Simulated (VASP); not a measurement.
# AlN in VASP: single point with PBEsol

Aim: the single point of AlN with PBEsol.

Program: VASP 6.6.1. These are calculated values, not measurements. Logs are shortened: lines on timing, memory, paths and dates and some standing lists are left out, and cuts for length are marked.

## (1) The cell of the first run

The cell holds a slab with vacuum, 24 atoms: a = 4.984 Å, b = 3.114 Å, c = 27.382 Å, α = 90.00°, β = 90.00°, γ = 90.00°.

## (2) Single point, PBEsol

Input file INCAR:

```
PREC = Accurate
ENCUT = 520
EDIFF = 1E-7
ISMEAR = -1
SIGMA = 0.05
LREAL = Auto
LASPH = T
NELM = 60
ALGO = Normal
ISIF = 2
LWAVE = F
LCHARG = F
GGA = PS
NBANDS = 66
```

Input file KPOINTS:

```
regular mesh
0
Gamma
  4 6 1
```

Input file POSCAR:

```
AlN
1.0
    0.0000000000      0.0000000000      4.9835290000
    3.1138160000      0.0000000000      0.0000000000
    0.0000000000     27.3821000000      0.0000000000
Al N
12 12
Direct
    0.5214680000      0.5005100000      0.2469350000
    0.4979260000      0.0004930000      0.3373870000
    0.4958540000      0.5004510000      0.4346810000
    0.4950760000      0.0004310000      0.5330020000
    0.4931400000      0.5003990000      0.6318220000
    0.4892550000      0.0003570000      0.7326540000
    0.9891910000      0.0004930000      0.2674030000
    0.9931950000      0.5004620000      0.3682480000
    0.9950980000      0.0004420000      0.4670680000
    0.9958320000      0.5003940000      0.5653870000
    0.9978790000      0.0003890000      0.6626800000
    0.0216380000      0.5003430000      0.7531480000
    0.3713010000      0.0004910000      0.2701310000
    0.3764090000      0.5004880000      0.3688230000
    0.3772130000      0.0004520000      0.4672400000
    0.3773430000      0.5004380000      0.5656950000
    0.3775370000      0.0004090000      0.6640560000
    0.3737190000      0.5003390000      0.7610390000
    0.8735490000      0.5005090000      0.2390240000
    0.8775210000      0.0004540000      0.3360310000
    0.8773580000      0.5004430000      0.4343990000
    0.8771960000      0.0003960000      0.5328490000
    0.8763030000      0.5004010000      0.6312650000
    0.8713840000      0.0003600000      0.7299580000
```

Potentials or basis: VASP PAW PBE potentials, release 64 (Al, N).

The run is started by

```
cat potpaw_PBE.64/Al/POTCAR potpaw_PBE.64/N/POTCAR > POTCAR
mpirun -np 1 vasp_std > vasp.out
```

OUTCAR:

```text
PREC = Accurate
   ENCUT = 520
   EDIFF = 1E-7
   ISMEAR = -1
   LREAL = Auto
   LASPH = T
   NELM = 60
   ISIF = 2
   GGA = PS

 ion  position               nearest neighbor table
   1  0.521  0.501  0.247-  19 1.77  13 1.84  13 1.84   7 2.86   7 2.86   2 2.93   2 2.93   7 3.13
                             7 3.13
   2  0.498  0.000  0.337-  14 1.88  14 1.88  20 1.89  13 1.95   1 2.93   1 2.93   8 3.04   8 3.04
                             8 3.08   8 3.08   3 3.09   3 3.09   7 3.11   7 3.18
   3  0.496  0.500  0.435-  15 1.89  15 1.89  14 1.90  21 1.90   9 3.07   9 3.07   9 3.07   9 3.07
                             8 3.07   2 3.09   2 3.09   8 3.10   4 3.11   4 3.11
   4  0.495  0.000  0.533-  16 1.89  16 1.89  15 1.89  22 1.90  10 3.07  10 3.07  10 3.07  10 3.07
                             9 3.08   9 3.08   3 3.11   3 3.11   5 3.12   5 3.12
   5  0.493  0.500  0.632-  17 1.88  17 1.88  16 1.90  23 1.91  11 3.04  11 3.04  10 3.07  11 3.08
                            11 3.08  10 3.10   4 3.12   4 3.12   6 3.17   6 3.17
   6  0.489  0.000  0.733-  18 1.83  18 1.83  24 1.91  17 1.96  12 2.86  12 2.86  11 3.11  12 3.13
                            12 3.13   5 3.17   5 3.17  11 3.18
   7  0.989  0.000  0.267-  19 1.83  19 1.83  13 1.91  20 1.96   1 2.86   1 2.86   2 3.11   1 3.13
                             1 3.13   8 3.17   8 3.17   2 3.18
   8  0.993  0.500  0.368-  20 1.88  20 1.88  21 1.90  14 1.91   2 3.04   2 3.04   3 3.07   2 3.08
                             2 3.08   3 3.10   9 3.12   9 3.12   7 3.17   7 3.17
   9  0.995  0.000  0.467-  21 1.89  21 1.89  22 1.89  15 1.90   3 3.07   3 3.07   3 3.07   3 3.07
                             4 3.08   4 3.08  10 3.11  10 3.11   8 3.12   8 3.12
  10  0.996  0.500  0.565-  22 1.89  22 1.89  23 1.90  16 1.90   4 3.07   4 3.07   4 3.07   4 3.07
                             5 3.07  11 3.09  11 3.09   5 3.10   9 3.11   9 3.11
  11  0.998  0.000  0.663-  23 1.88  23 1.88  17 1.89  24 1.95  12 2.93  12 2.93   5 3.04   5 3.04
                             5 3.08   5 3.08  10 3.09  10 3.09   6 3.11   6 3.18
  12  0.022  0.500  0.753-  18 1.77  24 1.84  24 1.84   6 2.86   6 2.86  11 2.93  11 2.93   6 3.13
                             6 3.13
  13  0.371  0.000  0.270-   1 1.84   1 1.84   7 1.91   2 1.95
  14  0.376  0.500  0.369-   2 1.88   2 1.88   3 1.90   8 1.91
  15  0.377  0.000  0.467-   3 1.89   3 1.89   4 1.89   9 1.90
  16  0.377  0.500  0.566-   4 1.89   4 1.89   5 1.90  10 1.90
  17  0.378  0.000  0.664-   5 1.88   5 1.88  11 1.89   6 1.96
  18  0.374  0.500  0.761-  12 1.77   6 1.83   6 1.83
  19  0.874  0.501  0.239-   1 1.77   7 1.83   7 1.83
  20  0.878  0.000  0.336-   8 1.88   8 1.88   2 1.89   7 1.96
  21  0.877  0.500  0.434-   9 1.89   9 1.89   8 1.90   3 1.90
  22  0.877  0.000  0.533-  10 1.89  10 1.89   9 1.89   4 1.90
  23  0.876  0.500  0.631-  11 1.88  11 1.88  10 1.90   5 1.91
  24  0.871  0.000  0.730-  12 1.84  12 1.84   6 1.91  11 1.95

  LATTYP: Found a simple orthorhombic cell.
 ALAT       =     3.1138160000
 B/A-ratio  =     1.6004571240
 C/A-ratio  =     8.7937437536

  Lattice vectors:

 A1 = (  -3.1138160000,   0.0000000000,   0.0000000000)
 A2 = (   0.0000000000,   0.0000000000,   4.9835290000)
 A3 = (   0.0000000000,  27.3821000000,   0.0000000000)

[... 176 lines left out ...]
   IALGO  =     38    algorithm
   IMIX   =      4    mixing-type and parameters
     AMIX     =   0.40;   BMIX     =  1.00
     AMIX_MAG =   1.60;   BMIX_MAG =  1.00
  volume/ion in A,a.u.               =      17.70       119.48
  Fermi-wavevector in a.u.,A,eV,Ry     =   0.997087  1.884221 13.526671  0.994182
  Thomas-Fermi vector in A             =   2.129219
   LORBIT       =      0    0 simple, 1 ext, 2 COOP (PROOUT), +10 PAW based schemes
   GGA     = PS    functional components
   LHFCALC =     F    Hartree Fock is set to
   AEXX    =    0.0000 exact exchange contribution
   IVDW    =     0    specifies the selected vdW correction
   LEPSILON=     F    determine dielectric tensor
   LRPA    =     F    only Hartree local field effects (RPA)
 non-spin polarized calculation
  energy-cutoff  :      520.00
  volume of cell :      424.91
 maximum number of plane-waves:     11510
 NGX is ok and might be reduce to    40
   NGX = 19   NGY = 11   NGZ =101

 number of electron      95.9999995 magnetization

 Free energy of the ion-electron system (eV)
  ---------------------------------------------------
  ext. energy  EPLUGINS =         0.00000000
  ---------------------------------------------------
  free energy    TOTEN  =      -183.35705686 eV

  energy without entropy =     -183.35705686  energy(sigma->0) =     -183.35705686

 E-fermi :   2.6213     XC(G=0):  -7.0669

 val. band max:        1.4273977912   @ k =   0.5000   0.3333   0.0000
 cond. band min:       4.1961771094   @ k =   0.0000   0.0000   0.0000
 fundamental gap:      2.7687793182
 Fermi energy:         2.6213088626

 k-point     1 :       0.0000    0.0000    0.0000
  band No.  band energies     occupation
      1     -14.0333      2.00000
      2     -13.8430      2.00000
      3     -13.5173      2.00000
      4     -13.0806      2.00000
      5     -12.5818      2.00000
      6     -12.1792      2.00000
[... 871 lines left out ...]
     59       7.6436      0.00000
     60       7.6535      0.00000
 [bands above 60 left out]

------------------------ aborting loop because EDIFF is reached ----------------------------------------

  FORCE on cell =-STRESS in cart. coord.  units (eV):
  Direction    XX          YY          ZZ          XY          YZ          ZX
  --------------------------------------------------------------------------------------
  -------------------------------------------------------------------------------------
  Total        5.2343861     -0.1809605      2.0691698      0.0070524      0.0074254      0.0013523
  in kB       19.7369323     -0.6823350      7.8020734      0.0265918      0.0279985      0.0050990
  external PRESSURE =       8.9522236 kB  Pullay stress =       0.0000000 kB

 VOLUME and BASIS-vectors are now :
 -----------------------------------------------------------------------------
  energy-cutoff  :      520.00
  volume of cell :      424.91
      direct lattice vectors                 reciprocal lattice vectors
     0.000000000  0.000000000  4.983529000     0.000000000  0.000000000  0.200661018
     3.113816000  0.000000000  0.000000000     0.321149355  0.000000000  0.000000000
     0.000000000 27.382100000  0.000000000     0.000000000  0.036520208  0.000000000

 POSITION                                       TOTAL-FORCE (eV/Angst)
 -----------------------------------------------------------------------------------
      1.55850      6.76160      2.59875        -0.002123      0.010291     -0.036002
      0.00154      9.23836      2.48143        -0.001241     -0.011571     -0.001575
      1.55831     11.90248      2.47110         0.000625     -0.006481     -0.003065
      0.00134     14.59471      2.46723        -0.000400      0.012808      0.004886
      1.55815     17.30061      2.45758         0.000581      0.014247      0.002185
      0.00111     20.06161      2.43822        -0.000252      0.004678      0.018578
[... 16 lines left out ...]
      1.55816     17.28536      4.36708        -0.000564     -0.016631      0.009737
      0.00112     19.98778      4.34257        -0.000751     -0.016353     -0.009559
 -----------------------------------------------------------------------------------
    total drift:                               -0.003318     -0.000169      0.003287

  FREE ENERGIE OF THE ION-ELECTRON SYSTEM (eV)
  ---------------------------------------------------
  free  energy   TOTEN  =      -183.3570568620 eV

  energy  without entropy=     -183.3570568619  energy(sigma->0) =     -183.35705686
```

OSZICAR:

```text
N       E                     dE             d eps       ncg     rms          rms(c)
DAV:   1     0.579134801916E+03    0.57913E+03   -0.41904E+04  1880   0.124E+03
DAV:   2    -0.126524744947E+03   -0.70566E+03   -0.67202E+03  2504   0.274E+02
DAV:   3    -0.210458759938E+03   -0.83934E+02   -0.83076E+02  2270   0.974E+01
[... 20 lines left out ...]
DAV:  24    -0.183357052903E+03   -0.87944E-05   -0.34805E-07  1614   0.161E-03    0.421E-04
DAV:  25    -0.183357056030E+03   -0.31271E-05   -0.11614E-07  1404   0.988E-04    0.369E-04
DAV:  26    -0.183357056683E+03   -0.65264E-06   -0.22408E-08  1486   0.614E-04    0.209E-04
DAV:  27    -0.183357056846E+03   -0.16275E-06   -0.11452E-08  1348   0.357E-04    0.123E-04
DAV:  28    -0.183357056862E+03   -0.16137E-07   -0.42435E-09  1448   0.286E-04
   1 F= -.18335706E+03 E0= -.18335706E+03  d E =-.700090E-10
```

stdout:

```text
POSCAR found type information on POSCAR AlN
 POSCAR found :  2 types and      24 ions
 scaLAPACK will be used
 -----------------------------------------------------------------------------
|                                                                             |
|                                                                             |
|     You enforced a specific xc type in the INCAR file but a different       |
|     I HOPE YOU KNOW WHAT YOU ARE DOING!                                     |
|                                                                             |
 -----------------------------------------------------------------------------

 LDA part: xc-table for (Slater+PW92), standard interpolation
 POSCAR, INCAR and KPOINTS ok, starting setup
 FFT: planning ... GRIDC
 FFT: planning ... GRID_SOFT
 FFT: planning ... GRID
 WAVECAR not read
 entering main loop
```

It took 34 min on 1 thread of Intel Xeon 8259CL, shared host; peak memory 0.58 GiB.

What came out:

- Free energy: -183.3571 eV
- Largest force: 0.044 eV/Å
- Band gap on the k mesh: 2.77 eV (least direct gap 2.89 eV)

Forces in eV/Å, atoms in the order of the input:
```
Al  -0.002  0.010 -0.036
Al  -0.001 -0.012 -0.002
Al   0.001 -0.006 -0.003
Al   0.000  0.013  0.005
Al   0.001  0.014  0.002
Al   0.000  0.005  0.019
Al   0.001  0.004  0.013
Al   0.000 -0.001  0.001
Al  -0.001  0.003  0.002
Al   0.001  0.022 -0.004
Al  -0.001  0.022  0.002
Al   0.001 -0.014 -0.042
N    0.002  0.011 -0.012
N    0.000  0.003  0.002
N    0.000 -0.004  0.000
N    0.000 -0.015 -0.003
N   -0.001 -0.006 -0.005
N    0.002  0.011  0.029
N   -0.001 -0.009  0.032
N    0.001 -0.006  0.000
N    0.000 -0.001 -0.001
N    0.001 -0.010  0.000
N   -0.001 -0.017  0.010
N   -0.001 -0.016 -0.010
```

Caveat: there is no dipole correction, which matters where the two faces differ; the PAW data sets were made with another functional, which shifts forces and pressure a little.
